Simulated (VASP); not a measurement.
# H4C2O (P2_1/c) in VASP: single point with PBE+D3(BJ)

Aim: the single point of H4C2O with PBE+D3(BJ).

Everything below comes from runs of VASP 6.6.1. Logs are shortened: lines on timing, memory, paths and dates and some standing lists are left out, and cuts for length are marked.

## (1) The cell of the first run

It takes space group P2_1/c (No. 14, monoclinic). The conventional cell has a = 4.667 Å, b = 8.367 Å, c = 7.381 Å, α = 90.00°, β = 118.27°, γ = 90.00°. H (site symmetry 1) has 1 C at 1.09 Å within 1.5 Å. Within 1.5 Å of H (site symmetry 1) lie 1 C at 1.09 Å. Within 1.5 Å of H (site symmetry 1) lie 1 C at 1.09 Å. Within 1.5 Å of H (site symmetry 1) lie 1 C at 1.09 Å. Within 1.5 Å of C (site symmetry 1) lie 2 H at 1.09 Å and 1 O at 1.44 Å and 1 C at 1.47 Å. Within 1.5 Å of C (site symmetry 1) lie 2 H at 1.09 Å and 1 O at 1.44 Å and 1 C at 1.47 Å. Within 1.9 Å of O (site symmetry 1) lie 2 C at 1.44 Å.

## (2) Single point, PBE+D3(BJ)

Contents of INCAR:

```
PREC     = Accurate       # precision mode
ENCUT    = 520            # plane-wave cutoff, eV
EDIFF    = 1E-7           # SCF threshold, eV
ISMEAR   = 0              # smearing method
SIGMA    = 0.02           # smearing width, eV
LREAL    = Auto         
LASPH    = T              # aspherical terms in the spheres
NELM     = 80             # most SCF steps
ALGO     = Normal         # electronic algorithm
ISIF     = 2              # what is computed and relaxed
LWAVE    = F              # write WAVECAR
LCHARG   = F              # write CHGCAR
GGA      = PE             # functional
IVDW     = 12             # dispersion correction
NBANDS   = 56             # bands
```

Contents of KPOINTS:

```
Automatic mesh
0
Gamma
  6 4 4
```

Contents of POSCAR:

```
H4C2O
1.0
    4.6665097032      0.0000000000      0.0030432882
    0.0000000000      8.3665060794      0.0000000000
   -3.5000446652      0.0000000000      6.4985515838
H C O
16 8 4
Direct
    0.8385021727      0.6100371890      0.5602732658
    0.1614978273      0.1100371890      0.9397267342
    0.1614978273      0.3899628110      0.4397267342
    0.8385021727      0.8899628110      0.0602732658
    0.9300229887      0.4368327574      0.7359717239
    0.0699770113      0.9368327574      0.7640282761
    0.0699770113      0.5631672426      0.2640282761
    0.9300229887      0.0631672426      0.2359717239
    0.5767946471      0.5551890830      0.8762327756
    0.4232053529      0.0551890830      0.6237672244
    0.4232053529      0.4448109170      0.1237672244
    0.5767946471      0.9448109170      0.3762327756
    0.4775995752      0.7271013122      0.6975661574
    0.5224004248      0.2271013122      0.8024338426
    0.5224004248      0.2728986878      0.3024338426
    0.4775995752      0.7728986878      0.1975661574
    0.8508197482      0.5610743275      0.7008969700
    0.1491802518      0.0610743275      0.7991030300
    0.1491802518      0.4389256725      0.2991030300
    0.8508197482      0.9389256725      0.2008969700
    0.6440505349      0.6296454743      0.7807811889
    0.3559494651      0.1296454743      0.7192188111
    0.3559494651      0.3703545257      0.2192188111
    0.6440505349      0.8703545257      0.2807811889
    0.9857215928      0.6690732217      0.8742235844
    0.0142784072      0.1690732217      0.6257764156
    0.0142784072      0.3309267783      0.1257764156
    0.9857215928      0.8309267783      0.3742235844
```

Potentials or basis: VASP PAW PBE potentials, release 64 (H, C, O).

Run with:

```
> cat potpaw_PBE.64/H/POTCAR potpaw_PBE.64/C/POTCAR potpaw_PBE.64/O/POTCAR > POTCAR
> mpirun -np 1 vasp_std > vasp.out
```

OUTCAR:

```text
PREC = Accurate
   ENCUT = 520
   EDIFF = 1E-7
   ISMEAR = 0
   LREAL = Auto
   LASPH = T
   NELM = 80
   ISIF = 2
   GGA = PE
   IVDW = 12
 IVDW          = 12

 ion  position               nearest neighbor table
   1  0.839  0.610  0.560-  17 1.09
   2  0.161  0.110  0.940-  18 1.09
   3  0.161  0.390  0.440-  19 1.09
   4  0.839  0.890  0.060-  20 1.09
   5  0.930  0.437  0.736-  17 1.09
   6  0.070  0.937  0.764-  18 1.09
[... 8 lines left out ...]
  15  0.522  0.273  0.302-  23 1.09
  16  0.478  0.773  0.198-  24 1.09
  17  0.851  0.561  0.701-   1 1.09   5 1.09  25 1.44  21 1.47
  18  0.149  0.061  0.799-   2 1.09   6 1.09  26 1.44  22 1.47
  19  0.149  0.439  0.299-   3 1.09   7 1.09  27 1.44  23 1.47
  20  0.851  0.939  0.201-   4 1.09   8 1.09  28 1.44  24 1.47
  21  0.644  0.630  0.781-   9 1.09  13 1.09  25 1.44  17 1.47
  22  0.356  0.130  0.719-  10 1.09  14 1.09  26 1.44  18 1.47
  23  0.356  0.370  0.219-  11 1.09  15 1.09  27 1.44  19 1.47
  24  0.644  0.870  0.281-  12 1.09  16 1.09  28 1.44  20 1.47
  25  0.986  0.669  0.874-  21 1.44  17 1.44
  26  0.014  0.169  0.626-  22 1.44  18 1.44
  27  0.014  0.331  0.126-  23 1.44  19 1.44
  28  0.986  0.831  0.374-  24 1.44  20 1.44

  LATTYP: Found a simple monoclinic cell.
 ALAT       =     4.6665106955
 B/A-ratio  =     1.7928826537
 C/A-ratio  =     1.4154912596
 COS(beta)  =    -0.1772343739

  Lattice vectors:

 A1 = (   4.6665097032,   0.0000000000,   0.0030432882)
 A2 = (   0.0000000000,  -8.3665060794,   0.0000000000)
 A3 = (  -1.1664650380,   0.0000000000,  -6.5015948720)

Analysis of symmetry for initial positions (statically):
=====================================================================
 Subroutine PRICEL returns:
 Original cell was already a primitive cell.

 Routine SETGRP: Setting up the symmetry group for a
 simple monoclinic supercell.

 Subroutine GETGRP returns: Found  4 space group operations
 (whereof  2 operations were pure point group operations)
 out of a pool of  4 trial point group operations.

The static configuration has the point symmetry S_2 .
 The point group associated with its full space group is C_2h.

Analysis of symmetry for dynamics (positions and initial velocities):
=====================================================================
 Subroutine PRICEL returns:
 Original cell was already a primitive cell.

 Routine SETGRP: Setting up the symmetry group for a
 simple monoclinic supercell.

 Subroutine GETGRP returns: Found  4 space group operations
 (whereof  2 operations were pure point group operations)
 out of a pool of  4 trial point group operations.

The dynamic configuration has the point symmetry S_2 .
 The point group associated with its full space group is C_2h.

 Subroutine INISYM returns: Found  4 space group operations
 (whereof  2 operations are pure point group operations),
 and found     1 'primitive' translations

----------------------------------------------------------------------------------------

                                     Primitive cell

  volume of cell :     253.8080

  direct lattice vectors                    reciprocal lattice vectors
     4.666509703  0.000000000  0.003043288     0.214217680  0.000000000  0.115375163
     0.000000000  8.366506079  0.000000000     0.000000000  0.119524206  0.000000000
    -3.500044665  0.000000000  6.498551584    -0.000100319  0.000000000  0.153826413

  length of vectors
     4.666510696  8.366506079  7.381157453     0.243311821  0.119524206  0.153826446

  position of ions in fractional coordinates (direct lattice)
     0.838502173  0.610037189  0.560273266
     0.161497827  0.110037189  0.939726734
     0.161497827  0.389962811  0.439726734
     0.838502173  0.889962811  0.060273266
     0.930022989  0.436832757  0.735971724
     0.069977011  0.936832757  0.764028276
[... 20 lines left out ...]
     0.014278407  0.330926778  0.125776416
     0.985721593  0.830926778  0.374223584

  ion indices of the primitive-cell ions
   primitive index   ion index
                 1           1
                 2           2
                 3           3
                 4           4
                 5           5
                 6           6
[... 20 lines left out ...]
                27          27
                28          28

----------------------------------------------------------------------------------------

 KPOINTS: Automatic mesh

Automatic generation of k-mesh.
 Grid dimensions read from file:
 generate k-points for:    6    4    4

 Generating k-lattice:

  Cartesian coordinates                     Fractional coordinates (reciprocal lattice)
     0.035702947  0.000000000  0.019229194     0.166666667  0.000000000  0.000000000
     0.000000000  0.029881052  0.000000000     0.000000000  0.250000000  0.000000000
    -0.000025080  0.000000000  0.038456603     0.000000000  0.000000000  0.250000000

  Length of vectors
     0.040551970  0.029881052  0.038456611

  Shift w.r.t. Gamma in fractional coordinates (k-lattice)
     0.000000000  0.000000000  0.000000000

 Subroutine IBZKPT returns following result:
 ===========================================

 Found     42 irreducible k-points:

 Following reciprocal coordinates:
            Coordinates               Weight
  0.000000  0.000000  0.000000      1.000000
  0.166667  0.000000  0.000000      2.000000
  0.333333  0.000000  0.000000      2.000000
  0.500000  0.000000  0.000000      1.000000
  0.000000  0.250000  0.000000      2.000000
  0.166667  0.250000  0.000000      4.000000
[... 16 lines left out ...]
 -0.333333  0.250000  0.250000      4.000000
 -0.166667  0.250000  0.250000      4.000000
 [... further k-points ...]
   k-points           NKPTS =     42   k-points in BZ     NKDIM =     42   number of bands    NBANDS=     56
   number of dos      NEDOS =    301   number of ions     NIONS =     28
   total plane-waves  NPLWV = 129024
   dimension x,y,z NGX =    36 NGY =   64 NGZ =   56
   dimension x,y,z NGXF=    72 NGYF=  128 NGZF=  112
   ions per type =              16   8   4
   NGX,Y,Z   is equivalent  to a cutoff of  12.83, 12.72, 12.61 a.u.
   NGXF,Y,Z  is equivalent  to a cutoff of  25.65, 25.43, 25.23 a.u.
 SYSTEM =  unknown system
   PREC   = accura    normal or accurate (medium, high low for compatibility)
   ISTART =      0    job   : 0-new  1-cont  2-samecut
   ICHARG =      2    charge: 1-file 2-atom 10-const
   ISPIN  =      1    spin polarized calculation?
   LNONCOLLINEAR =      F non collinear calculations
   LSORBIT =      F    spin-orbit coupling
   LASPH  =      T    aspherical Exc in radial PAW
   ENCUT  =  520.0 eV  38.22 Ry    6.18 a.u.   8.68 15.56 13.72*2*pi/ulx,y,z
   NELM   =     80;   NELMIN=  2; NELMDL= -5     # of ELM steps
   EDIFF  = 0.1E-06   stopping-criterion for ELM
   LREAL  =      T    real-space projection
   EDIFFG = 0.1E-05   stopping-criterion for IOM
   NSW    =      0    number of steps for IOM
   IBRION =     -1    ionic relax: 0-MD 1-quasi-New 2-CG
   NFREE  =      0    steps in history (QN), initial steepest desc. (CG)
   ISIF   =      2    stress and relaxation
   ISYM   =      2    0-nonsym 1-usesym 2-fastsym
   POTIM  = 0.5000    time-step for ionic-motion
   TEBEG  =    0.0;   TEEND  =   0.0 temperature during run
   PSTRESS=    0.0 pullay stress
   NELECT =      72.0000    total number of electrons
   NUPDOWN=      -1.0000    fix difference up-down
   EMIN   =  10.00;   EMAX   =-10.00  energy-range for DOS
   EFERMI =   0.00;   METHOD = LEGACY
   ISMEAR =     0;   SIGMA  =   0.02  broadening in eV -4-tet -1-fermi 0-gaus
   EFERMI_NEDOS =   21; number of points for ismear=-14 and -15
   IALGO  =     38    algorithm
   IMIX   =      4    mixing-type and parameters
     AMIX     =   0.40;   BMIX     =  1.00
     AMIX_MAG =   1.60;   BMIX_MAG =  1.00
  volume/ion in A,a.u.               =       9.06        61.17
  Fermi-wavevector in a.u.,A,eV,Ry     =   1.075682  2.032744 15.743187  1.157092
  Thomas-Fermi vector in A             =   2.211545
   LORBIT       =      0    0 simple, 1 ext, 2 COOP (PROOUT), +10 PAW based schemes
   GGA     = PE    functional components
   LHFCALC =     F    Hartree Fock is set to
   AEXX    =    0.0000 exact exchange contribution
   IVDW    =    12    specifies the selected vdW correction
   LEPSILON=     F    determine dielectric tensor
   LRPA    =     F    only Hartree local field effects (RPA)
 non-spin polarized calculation
 Gauss-broadening in eV      SIGMA  =   0.02
  energy-cutoff  :      520.00
  volume of cell :      253.81
 maximum number of plane-waves:      6853
   NGX = 17   NGY = 31   NGZ = 27

 number of electron      71.9999988 magnetization

 Free energy of the ion-electron system (eV)
  ---------------------------------------------------
  ext. energy  EPLUGINS =         0.00000000
  ---------------------------------------------------
  free energy    TOTEN  =      -152.79737776 eV

  energy without entropy =     -152.79737776  energy(sigma->0) =     -152.79737776

 E-fermi :  -1.5683     XC(G=0):  -7.7474

 val. band max:       -1.7231748238   @ k =   0.3333   0.0000   0.5000
 cond. band min:       3.7286831898   @ k =   0.5000   0.0000   0.0000
 fundamental gap:      5.4518580136
 Fermi energy:        -1.5682975771

 k-point     1 :       0.0000    0.0000    0.0000
  band No.  band energies     occupation
      1     -22.6546      2.00000
      2     -22.6064      2.00000
      3     -22.5783      2.00000
      4     -22.5602      2.00000
      5     -12.5823      2.00000
      6     -12.3557      2.00000
[... 40 lines left out ...]
     47       6.9463      0.00000
     48       7.4949      0.00000

 k-point     2 :       0.1667    0.0000    0.0000
  band No.  band energies     occupation
      1     -22.6480      2.00000
      2     -22.6053      2.00000
      3     -22.5748      2.00000
      4     -22.5604      2.00000
      5     -12.5438      2.00000
      6     -12.4621      2.00000
[... 1114 lines left out ...]
 k-point    24 :      -0.1667    0.2500    0.2500
  band No.  band energies     occupation
      1     -22.6415      2.00000
      2     -22.6158      2.00000
      3     -22.5703      2.00000
      4     -22.5608      2.00000
      5     -12.5548      2.00000
      6     -12.4162      2.00000
[... 40 lines left out ...]
     47       6.9017      0.00000
     48       7.0581      0.00000

 [... further k-points ...]

 [bands above 48 left out]

------------------------ aborting loop because EDIFF is reached ----------------------------------------

 Edisp (eV)   -1.39583

 E8    (eV) :    -0.3190

  FORCE on cell =-STRESS in cart. coord.  units (eV):
  Direction    XX          YY          ZZ          XY          YZ          ZX
  --------------------------------------------------------------------------------------
  -------------------------------------------------------------------------------------
  Total       0.83247     0.28613     0.59567     0.00000     0.00000     0.28834
  in kB       5.25500     1.80620     3.76021     0.00000     0.00000     1.82016
  external pressure =        3.61 kB  Pullay stress =        0.00 kB

 VOLUME and BASIS-vectors are now :
 -----------------------------------------------------------------------------
  energy-cutoff  :      520.00
  volume of cell :      253.81
      direct lattice vectors                 reciprocal lattice vectors
     4.666509703  0.000000000  0.003043288     0.214217680  0.000000000  0.115375163
     0.000000000  8.366506079  0.000000000     0.000000000  0.119524206  0.000000000
    -3.500044665  0.000000000  6.498551584    -0.000100319  0.000000000  0.153826413

 POSITION                                       TOTAL-FORCE (eV/Angst)
 -----------------------------------------------------------------------------------
      1.95190      5.10388      3.64352         0.006729      0.003497     -0.013485
     -2.53545      0.92063      6.10735        -0.006729      0.003497      0.013485
     -0.78543      3.26263      2.85808        -0.006729     -0.003497      0.013485
      3.70192      7.44588      0.39424         0.006729     -0.003497     -0.013485
      1.76403      3.65476      4.78558         0.003167     -0.014364     -0.000821
     -2.34758      7.83802      4.96529        -0.003167     -0.014364      0.000821
[... 20 lines left out ...]
     -0.37359      2.76870      0.81741        -0.178506     -0.175500     -0.242535
      3.29008      6.95195      2.43491         0.178506     -0.175500      0.242535
 -----------------------------------------------------------------------------------
    total drift:                                0.000000     -0.000000      0.000000

  FREE ENERGIE OF THE ION-ELECTRON SYSTEM (eV)
  ---------------------------------------------------
  free  energy   TOTEN  =      -154.1932062179 eV

  energy  without entropy=     -154.1932062179  energy(sigma->0) =     -154.19320622
```

Run time: 25 min. Hardware: 1 thread of Oxide Virtual Turin-like, shared host; peak memory 0.53 GiB.

Results:

* Free energy: -154.1932 eV
* Pressure: 0.4 GPa
* Largest force: 0.349 eV/Å
* Band gap on the k mesh: 5.45 eV (least direct gap 5.55 eV)
* Dispersion energy per atom: -0.050 eV

Forces on the atoms (eV/Å):
```
H    0.007  0.003 -0.013
H   -0.007  0.003  0.013
H   -0.007 -0.003  0.013
H    0.007 -0.003 -0.013
H    0.003 -0.014 -0.001
H   -0.003 -0.014  0.001
H   -0.003  0.014  0.001
H    0.003  0.014 -0.001
H   -0.011 -0.007  0.006
H    0.011 -0.007 -0.006
H    0.011  0.007 -0.006
H   -0.011  0.007  0.006
H   -0.010  0.008 -0.008
H    0.010  0.008  0.008
H    0.010 -0.008  0.008
H   -0.010 -0.008 -0.008
C    0.052 -0.150 -0.164
C   -0.052 -0.150  0.164
C   -0.052  0.150  0.164
C    0.052  0.150 -0.164
C   -0.223 -0.012 -0.057
C    0.223 -0.012  0.057
C    0.223  0.012  0.057
C   -0.223  0.012 -0.057
O    0.179  0.175  0.243
O   -0.179  0.175 -0.243
O   -0.179 -0.175 -0.243
O    0.179 -0.175  0.243
```

Levels at points of the mesh, in eV from the valence-band top:
```tsv
k point	band 34	band 35	band 36	band 37	band 38	band 39
(0.00, 0.00, 0.00)	-0.30	-0.23	-0.05	5.84	6.03	6.20
(0.50, 0.00, 0.00)	-0.36	-0.10	-0.10	5.45	6.50	6.66
(0.00, 0.50, 0.00)	-0.44	-0.16	-0.16	6.00	6.00	6.32
(0.50, 0.50, 0.00)	-0.46	-0.19	-0.19	5.88	5.88	6.82
(0.00, 0.00, 0.50)	-0.45	-0.13	-0.13	5.70	5.70	6.48
(0.50, 0.00, 0.50)	-0.65	-0.02	-0.02	6.06	6.06	6.45
(0.00, 0.50, 0.50)	-0.35	-0.26	-0.26	5.89	5.89	6.32
(0.50, 0.50, 0.50)	-0.44	-0.18	-0.18	6.24	6.24	6.35
```

A k mesh can miss the band edges.
